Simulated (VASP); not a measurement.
# LiCl in VASP: notebook

The runs below take LiCl through single point, with PBE.

All numbers are computed with VASP 6.6.1; they aren't measurements. Logs are shortened: lines on timing, memory, paths and dates and some standing lists are left out, and cuts for length are marked.

## 1. The cell of the first run

It takes space group R-3m (No. 166, trigonal). Conventional cell: a = 4.626 Å, b = 4.626 Å, c = 5.968 Å, α = 90.00°, β = 90.00°, γ = 120.00°. Li (site symmetry -3m) has 8 Cl at 2.85 to 2.98 Å and 6 Li at 3.33 Å within 3.8 Å. Within 3.8 Å of Cl (site symmetry -3m) lie 8 Li at 2.85 to 2.98 Å and 6 Cl at 3.33 Å.

## 2. Single point, PBE (strain along [111] +5.3%)

File INCAR:

```
SYSTEM = LiCl
  PREC = Accurate
  ENCUT = 520
  EDIFF = 1E-6
  ISMEAR = -1
  SIGMA = 0.02
  LREAL = .False.
  LASPH = .True.
  NELM = 80
  ALGO = Normal
  ISIF = 2
  LWAVE = .False.
  LCHARG = .False.
  GGA = PE
  NBANDS = 12
```

File KPOINTS:

```
Automatic mesh
0
Gamma
  8 8 8
  0 0 0
```

File POSCAR:

```
LiCl
1.0
    3.3293495757      0.0582259997      0.0582259997
    0.0582259997      3.3293495757      0.0582259997
    0.0582259997      0.0582259997      3.3293495757
Li Cl
1 1
Direct
    0.0000000000      0.0000000000      0.0000000000
    0.5000000000      0.5000000000      0.5000000000
```

Potentials or basis: VASP PAW PBE potentials, release 64 (Li_sv, Cl).

Launch:

```
cat potpaw_PBE.64/Li_sv/POTCAR potpaw_PBE.64/Cl/POTCAR > POTCAR
mpirun -np 1 vasp_std > vasp.out
```

OUTCAR:

```text
SYSTEM = LiCl
   PREC = Accurate
   ENCUT = 520
   EDIFF = 1E-6
   ISMEAR = -1
   LREAL = .False.
   LASPH = .True.
   NELM = 80
   ISIF = 2
   GGA = PE

 ion  position               nearest neighbor table
   1  0.000  0.000  0.000-
   2  0.500  0.500  0.500-

  LATTYP: Found a trigonal (rhomboedric) cell.
 ALAT       =     3.3303677171
 COS(alpha) =     0.0352616870

  Lattice vectors:

 A1 = (   3.3293495757,   0.0582259997,   0.0582259997)
 A2 = (   0.0582259997,   3.3293495757,   0.0582259997)
 A3 = (   0.0582259997,   0.0582259997,   3.3293495757)

Analysis of symmetry for initial positions (statically):
=====================================================================
 Subroutine PRICEL returns:
 Original cell was already a primitive cell.

 Routine SETGRP: Setting up the symmetry group for a
 trigonal (rhombohedral) supercell.

 Subroutine GETGRP returns: Found 12 space group operations
 (whereof 12 operations were pure point group operations)
 out of a pool of 12 trial point group operations.

The static configuration has the point symmetry D_3d.

Analysis of symmetry for dynamics (positions and initial velocities):
=====================================================================
 Subroutine PRICEL returns:
 Original cell was already a primitive cell.

 Routine SETGRP: Setting up the symmetry group for a
 trigonal (rhombohedral) supercell.

 Subroutine GETGRP returns: Found 12 space group operations
 (whereof 12 operations were pure point group operations)
 out of a pool of 12 trial point group operations.

The dynamic configuration has the point symmetry D_3d.

 Subroutine INISYM returns: Found 12 space group operations
 (whereof 12 operations are pure point group operations),
 and found     1 'primitive' translations

----------------------------------------------------------------------------------------

                                     Primitive cell

  volume of cell :      36.8709

  direct lattice vectors                    reciprocal lattice vectors
     3.329349576  0.058226000  0.058226000     0.300539650 -0.005165707 -0.005165707
     0.058226000  3.329349576  0.058226000    -0.005165707  0.300539650 -0.005165707
     0.058226000  0.058226000  3.329349576    -0.005165707 -0.005165707  0.300539650

  length of vectors
     3.330367717  3.330367717  3.330367717     0.300628426  0.300628426  0.300628426

  position of ions in fractional coordinates (direct lattice)
     0.000000000  0.000000000  0.000000000
     0.500000000  0.500000000  0.500000000

  ion indices of the primitive-cell ions
   primitive index   ion index
                 1           1
                 2           2

----------------------------------------------------------------------------------------

 KPOINTS: Automatic mesh

Automatic generation of k-mesh.
 Grid dimensions read from file:
 generate k-points for:    8    8    8

 Generating k-lattice:

  Cartesian coordinates                     Fractional coordinates (reciprocal lattice)
     0.037567456 -0.000645713 -0.000645713     0.125000000  0.000000000  0.000000000
    -0.000645713  0.037567456 -0.000645713     0.000000000  0.125000000  0.000000000
    -0.000645713 -0.000645713  0.037567456     0.000000000  0.000000000  0.125000000

  Length of vectors
     0.037578553  0.037578553  0.037578553

  Shift w.r.t. Gamma in fractional coordinates (k-lattice)
     0.000000000  0.000000000  0.000000000

 Subroutine IBZKPT returns following result:
 ===========================================

 Found     65 irreducible k-points:

 Following reciprocal coordinates:
            Coordinates               Weight
  0.000000  0.000000  0.000000      1.000000
  0.125000  0.000000  0.000000      6.000000
  0.250000  0.000000  0.000000      6.000000
  0.375000  0.000000  0.000000      6.000000
  0.500000  0.000000  0.000000      3.000000
  0.125000  0.125000  0.000000      6.000000
[... 16 lines left out ...]
  0.250000  0.125000  0.125000      6.000000
  0.375000  0.125000  0.125000      6.000000
 [... further k-points ...]
   k-points           NKPTS =     65   k-points in BZ     NKDIM =     65   number of bands    NBANDS=     12
   number of dos      NEDOS =    301   number of ions     NIONS =      2
   total plane-waves  NPLWV =  21952
   dimension x,y,z NGX =    28 NGY =   28 NGZ =   28
   dimension x,y,z NGXF=    56 NGYF=   56 NGZF=   56
   ions per type =               1   1
   NGX,Y,Z   is equivalent  to a cutoff of  13.98, 13.98, 13.98 a.u.
   NGXF,Y,Z  is equivalent  to a cutoff of  27.95, 27.95, 27.95 a.u.
 SYSTEM =  LiCl
   PREC   = accura    normal or accurate (medium, high low for compatibility)
   ISTART =      0    job   : 0-new  1-cont  2-samecut
   ICHARG =      2    charge: 1-file 2-atom 10-const
   ISPIN  =      1    spin polarized calculation?
   LNONCOLLINEAR =      F non collinear calculations
   LSORBIT =      F    spin-orbit coupling
   LASPH  =      T    aspherical Exc in radial PAW
   ENCUT  =  520.0 eV  38.22 Ry    6.18 a.u.   6.19  6.19  6.19*2*pi/ulx,y,z
   NELM   =     80;   NELMIN=  2; NELMDL= -5     # of ELM steps
   EDIFF  = 0.1E-05   stopping-criterion for ELM
   LREAL  =      F    real-space projection
   EDIFFG = 0.1E-04   stopping-criterion for IOM
   NSW    =      0    number of steps for IOM
   IBRION =     -1    ionic relax: 0-MD 1-quasi-New 2-CG
   NFREE  =      0    steps in history (QN), initial steepest desc. (CG)
   ISIF   =      2    stress and relaxation
   ISYM   =      2    0-nonsym 1-usesym 2-fastsym
   POTIM  = 0.5000    time-step for ionic-motion
   TEBEG  =    0.0;   TEEND  =   0.0 temperature during run
   PSTRESS=    0.0 pullay stress
   NELECT =      10.0000    total number of electrons
   NUPDOWN=      -1.0000    fix difference up-down
   EMIN   =  10.00;   EMAX   =-10.00  energy-range for DOS
   EFERMI =   0.00;   METHOD = LEGACY
   ISMEAR =    -1;   SIGMA  =   0.02  broadening in eV -4-tet -1-fermi 0-gaus
   EFERMI_NEDOS =   21; number of points for ismear=-14 and -15
   IALGO  =     38    algorithm
   IMIX   =      4    mixing-type and parameters
     AMIX     =   0.40;   BMIX     =  1.00
     AMIX_MAG =   1.60;   BMIX_MAG =  1.00
  volume/ion in A,a.u.               =      18.44       124.41
  Fermi-wavevector in a.u.,A,eV,Ry     =   1.059693  2.002530 15.278655  1.122949
  Thomas-Fermi vector in A             =   2.195048
   LORBIT       =      0    0 simple, 1 ext, 2 COOP (PROOUT), +10 PAW based schemes
   GGA     = PE    functional components
   LHFCALC =     F    Hartree Fock is set to
   AEXX    =    0.0000 exact exchange contribution
   IVDW    =     0    specifies the selected vdW correction
   LEPSILON=     F    determine dielectric tensor
   LRPA    =     F    only Hartree local field effects (RPA)
 non-spin polarized calculation
  energy-cutoff  :      520.00
  volume of cell :       36.87
 maximum number of plane-waves:      1009
 NGX is ok and might be reduce to    28
   NGX = 13   NGY = 13   NGZ = 13

 number of electron      10.0000000 magnetization

 number of electron       9.9999998 magnetization

 Free energy of the ion-electron system (eV)
  ---------------------------------------------------
  ext. energy  EPLUGINS =         0.00000000
  ---------------------------------------------------
  free energy    TOTEN  =        -6.82197707 eV

  energy without entropy =       -6.82197707  energy(sigma->0) =       -6.82197707

 E-fermi :   1.6383     XC(G=0):  -8.3984

 val. band max:        1.1043256303   @ k =   0.5000   0.5000   0.0000
 cond. band min:       5.3676146696   @ k =   0.0000   0.0000   0.0000
 fundamental gap:      4.2632890393
 Fermi energy:         1.6383062267

 k-point     1 :       0.0000    0.0000    0.0000
  band No.  band energies     occupation
      1     -44.2256      2.00000
      2     -12.8719      2.00000
      3       0.3036      2.00000
      4       0.3036      2.00000
      5       0.5175      2.00000
      6       5.3676      0.00000
      7       9.9134      0.00000
      8       9.9134      0.00000
      9      13.7557      0.00000
     10      14.1303      0.00000
     11      14.1303      0.00000
     12      17.7411      0.00000

 k-point     2 :       0.1250    0.0000    0.0000
  band No.  band energies     occupation
      1     -44.2253      2.00000
      2     -12.8110      2.00000
      3      -0.2192      2.00000
      4       0.3624      2.00000
      5       0.5143      2.00000
      6       5.7492      0.00000
      7      10.0895      0.00000
      8      10.1890      0.00000
      9      13.4226      0.00000
     10      13.4950      0.00000
     11      14.1864      0.00000
     12      17.9494      0.00000

 k-point     3 :       0.2500    0.0000    0.0000
  band No.  band energies     occupation
      1     -44.2245      2.00000
      2     -12.6565      2.00000
      3      -1.3140      2.00000
      4       0.5108      2.00000
      5       0.6455      2.00000
      6       6.3468      0.00000
      7      10.4813      0.00000
      8      10.5843      0.00000
      9      12.3662      0.00000
     10      12.5775      0.00000
     11      15.2238      0.00000
     12      18.2364      0.00000
[... 286 lines left out ...]
 k-point    23 :       0.2500    0.1250    0.1250
  band No.  band energies     occupation
      1     -44.2240      2.00000
      2     -12.5426      2.00000
      3      -1.1382      2.00000
      4       0.0863      2.00000
      5       0.1486      2.00000
      6       7.1225      0.00000
      7      10.2561      0.00000
      8      10.4273      0.00000
      9      12.3249      0.00000
     10      12.3330      0.00000
     11      14.5254      0.00000
     12      17.4519      0.00000

 k-point    24 :       0.3750    0.1250    0.1250
  band No.  band energies     occupation
      1     -44.2232      2.00000
      2     -12.3768      2.00000
      3      -2.0314      2.00000
      4       0.2341      2.00000
      5       0.3328      2.00000
      6       7.6034      0.00000
      7       9.5781      0.00000
      8      10.0177      0.00000
      9      12.2550      0.00000
     10      12.5745      0.00000
     11      15.7234      0.00000
     12      18.1883      0.00000

 [... further k-points ...]

------------------------ aborting loop because EDIFF is reached ----------------------------------------

  FORCE on cell =-STRESS in cart. coord.  units (eV):
  Direction    XX          YY          ZZ          XY          YZ          ZX
  --------------------------------------------------------------------------------------
  -------------------------------------------------------------------------------------
  Total       -0.3060402     -0.3060402     -0.3060402      0.1324857      0.1324857      0.1324857
  in kB      -13.2985700    -13.2985700    -13.2985700      5.7569893      5.7569893      5.7569893
  external PRESSURE =     -13.2985700 kB  Pullay stress =       0.0000000 kB

 VOLUME and BASIS-vectors are now :
 -----------------------------------------------------------------------------
  energy-cutoff  :      520.00
  volume of cell :       36.87
      direct lattice vectors                 reciprocal lattice vectors
     3.329349576  0.058226000  0.058226000     0.300539650 -0.005165707 -0.005165707
     0.058226000  3.329349576  0.058226000    -0.005165707  0.300539650 -0.005165707
     0.058226000  0.058226000  3.329349576    -0.005165707 -0.005165707  0.300539650

 POSITION                                       TOTAL-FORCE (eV/Angst)
 -----------------------------------------------------------------------------------
      0.00000      0.00000      0.00000         0.000000     -0.000000      0.000000
      1.72290      1.72290      1.72290        -0.000000      0.000000     -0.000000
 -----------------------------------------------------------------------------------
    total drift:                                0.000000      0.000000      0.000000

  FREE ENERGIE OF THE ION-ELECTRON SYSTEM (eV)
  ---------------------------------------------------
  free  energy   TOTEN  =        -6.8219770663 eV

  energy  without entropy=       -6.8219770663  energy(sigma->0) =       -6.82197707
```

Wall time 16 s (1 thread of AMD EPYC 7R13 (Zen 3), shared host); peak memory 0.13 GiB.

Results:

```
Free energy            : -6.8220 eV
Band gap on the k mesh : 4.26 eV, indirect (least direct gap 4.85 eV)
```

Levels at points of the mesh, in eV from the valence-band top:
| k point | band 3 | band 4 | band 5 | band 6 | band 7 | band 8 |
| --- | --- | --- | --- | --- | --- | --- |
| (0.00, 0.00, 0.00) | -0.80 | -0.80 | -0.59 | 4.26 | 8.81 | 8.81 |
| (0.50, 0.00, 0.00) | -3.64 | -0.37 | -0.25 | 5.78 | 9.18 | 9.88 |
| (0.50, 0.50, 0.00) | -3.11 | -3.01 | 0.00 | 5.31 | 9.44 | 9.78 |
| (0.50, 0.50, 0.50) | -2.35 | -2.22 | -2.22 | 5.11 | 5.46 | 5.46 |

Caveat: the cell differs from its parent crystal (strain along [111] +5.3%); the cutoff is under 1.25 times the usual one of these potentials, so pressure, stress and relaxed cells hold a basis-set (Pulay) error. A k mesh can miss the band edges.

## 3. Single point, PBE (uniaxial x strain +1.6%)

File INCAR:

```
SYSTEM = LiCl
PREC     = Accurate       ! precision mode
ENCUT    = 520            ! plane-wave cutoff, eV
EDIFF    = 1E-6           ! SCF threshold, eV
ISMEAR   = -1             ! smearing method
SIGMA    = 0.02           ! smearing width, eV
LREAL    = .False.        ! projectors in reciprocal space
LASPH    = .True.         ! aspherical terms in the spheres
NELM     = 80             ! most SCF steps
ALGO     = Normal         ! electronic algorithm
ISIF     = 2              ! what is computed and relaxed
LWAVE    = .False.        ! write WAVECAR
LCHARG   = .False.        ! write CHGCAR
GGA      = PE             ! functional
NBANDS   = 12             ! bands
```

File KPOINTS:

```
regular mesh
0
Gamma
  8 8 8
  0 0 0
```

File POSCAR:

```
LiCl
1.0
    3.3244428903      0.0000000000      0.0000000000
    0.0000000000      3.2711235760      0.0000000000
    0.0000000000      0.0000000000      3.2711235760
Li Cl
1 1
Direct
    0.0000000000      0.0000000000      0.0000000000
    0.5000000000      0.5000000000      0.5000000000
```

Potentials or basis: VASP PAW PBE potentials, release 64 (Li_sv, Cl).

Launch:

```
cat potpaw_PBE.64/Li_sv/POTCAR potpaw_PBE.64/Cl/POTCAR > POTCAR
mpirun -np 1 vasp_std > vasp.out
```

Wall time 14 s (1 thread of AMD EPYC 7R13 (Zen 3), shared host); peak memory 0.12 GiB.

It converged, with:

* Free energy: -6.8191 eV
* Band gap on the k mesh: 4.33 eV, indirect (least direct gap 5.10 eV)

Levels at points of the mesh, in eV from the valence-band top:
| k point | band 3 | band 4 | band 5 | band 6 | band 7 | band 8 |
| --- | --- | --- | --- | --- | --- | --- |
| (0.00, 0.00, 0.00) | -0.95 | -0.77 | -0.77 | 4.33 | 8.61 | 8.76 |
| (0.50, 0.00, 0.00) | -3.89 | -0.34 | -0.34 | 5.86 | 9.29 | 10.23 |
| (0.00, 0.50, 0.00) | -3.90 | -0.47 | -0.31 | 5.75 | 9.37 | 9.95 |
| (0.50, 0.50, 0.00) | -3.33 | -3.27 | 0.00 | 5.17 | 9.66 | 9.82 |
| (0.00, 0.50, 0.50) | -3.28 | -3.28 | -0.12 | 5.26 | 9.63 | 9.63 |
| (0.50, 0.50, 0.50) | -2.48 | -2.48 | -2.40 | 5.17 | 5.17 | 5.22 |

Caveat: the cell differs from its parent crystal (uniaxial x strain +1.6%); the cutoff is under 1.25 times the usual one of these potentials, so pressure, stress and relaxed cells hold a basis-set (Pulay) error. A k mesh can miss the band edges.
